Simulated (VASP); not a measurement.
NaH3:

```
Na H
1.0
     4.84306    0.00000    0.00000
    -2.42153    4.19422    0.00000
     0.00000    0.00000    3.88731
Na H
2 6
Direct
  0.33333 0.66667 0.25000
  0.66667 0.33333 0.75000
  0.83300 0.66600 0.25000
  0.16700 0.83300 0.75000
  0.33400 0.16700 0.25000
  0.16700 0.33400 0.75000
  0.83300 0.16700 0.25000
  0.66600 0.83300 0.75000
```

```yaml
Program: VASP 6.6.1
Task: relaxation of cell and atoms
Functional: PBE
Potentials_or_basis: VASP PAW PBE potentials, release 64 (Na_pv, H)
Cutoff: 600 eV
k_mesh: 12 × 12 × 10
Occupations: gaussian, width 0.1 eV
Spin: no spin polarisation
```

At the start: pressure -3.8 GPa; volume 9.87 Å³/atom.

How do energy, volume and symmetry change on relaxing?

Over 39 steps the energy falls by 317.1 meV/atom and the volume is 9.25 Å³/atom (-6.3 %); space group P6_3/mmc (No. 194, to 0.1 Å) before and after.

The path:
| step | energy change (eV) | largest force (eV/Å) | pressure (GPa) | volume (Å³) |
| --- | --- | --- | --- | --- |
| 1 | 0.0000 | 0.0568 | -3.82 | 78.96 |
| 2 | -0.0616 | 0.0824 | -3.14 | 76.30 |
| 3 | -0.1562 | 0.1608 | -0.71 | 69.62 |
| 4 | -0.1623 | 0.1955 | 0.60 | 67.20 |
| 5 | -0.1625 | 0.1880 | 0.26 | 67.69 |
| 6 | -0.1829 | 0.2062 | 0.33 | 67.32 |
| 7 | -0.2576 | 0.2751 | 0.52 | 66.20 |
| 8 | -0.4868 | 0.4213 | 1.01 | 63.95 |
| 9 | -1.0845 | 0.4762 | 2.74 | 59.40 |
| 10 | 0.6631 | 1.2939 | 28.36 | 50.14 |
| 11 | -1.1967 | 0.2851 | 3.88 | 58.00 |
| 12 | -1.2115 | 0.0726 | 5.15 | 56.89 |
| 13 | -1.2146 | 0.1257 | 4.82 | 57.14 |
| 14 | -1.2347 | 0.0111 | 4.55 | 57.58 |
| 15 | -1.2403 | 0.0574 | 4.42 | 57.94 |
| 16 | -1.2641 | 0.0314 | 3.61 | 58.84 |
| 17 | -1.3094 | 0.0463 | 1.43 | 61.58 |
| 18 | -1.2975 | 0.1879 | -1.95 | 67.31 |
| 19 | -1.3197 | 0.1101 | -0.25 | 64.01 |
| 20 | -1.3198 | 0.1044 | -0.05 | 63.78 |
| 21 | -1.3304 | 0.1715 | -0.01 | 64.04 |
| 22 | -1.4143 | 0.6099 | 0.07 | 64.80 |
| 23 | -1.7573 | 1.0139 | 0.05 | 66.28 |
| 24 | -2.3237 | 0.6460 | -0.56 | 69.07 |
| 25 | -2.0141 | 0.8873 | 2.81 | 73.98 |
| 26 | -2.4298 | 0.3138 | -0.17 | 70.71 |
| 27 | -2.4310 | 0.2826 | -0.15 | 70.83 |
| 28 | -2.4375 | 0.1898 | 0.06 | 71.16 |
| 29 | -2.4380 | 0.1550 | 0.13 | 71.28 |
| 30 | -2.4477 | 0.1452 | 0.16 | 71.32 |
| 31 | -2.4740 | 0.1147 | 0.20 | 71.43 |
| 32 | -2.5122 | 0.0467 | 0.42 | 71.64 |
| 33 | -2.5261 | 0.1042 | 1.20 | 71.94 |
| 34 | -2.5312 | 0.0565 | 0.91 | 71.86 |
| 35 | -2.5349 | 0.0146 | 0.42 | 72.62 |
| 36 | -2.5351 | 0.0401 | 0.27 | 72.91 |
| 37 | -2.5363 | 0.0275 | 0.12 | 73.34 |
| 38 | -2.5369 | 0.0118 | -0.01 | 73.88 |
| 39 | -2.5370 | 0.0087 | -0.02 | 73.99 |

Final structure:
```
Na H
1.0
     4.86477    0.00000    0.00000
    -2.43238    4.21301    0.00000
     0.00000    0.00000    3.60986
Na H
2 6
Direct
  0.33333 0.66667 0.25000
  0.66667 0.33333 0.75000
  0.92067 0.84135 0.25000
  0.07933 0.92067 0.75000
  0.15865 0.07933 0.25000
  0.07933 0.15865 0.75000
  0.92067 0.07933 0.25000
  0.84135 0.92067 0.75000
```
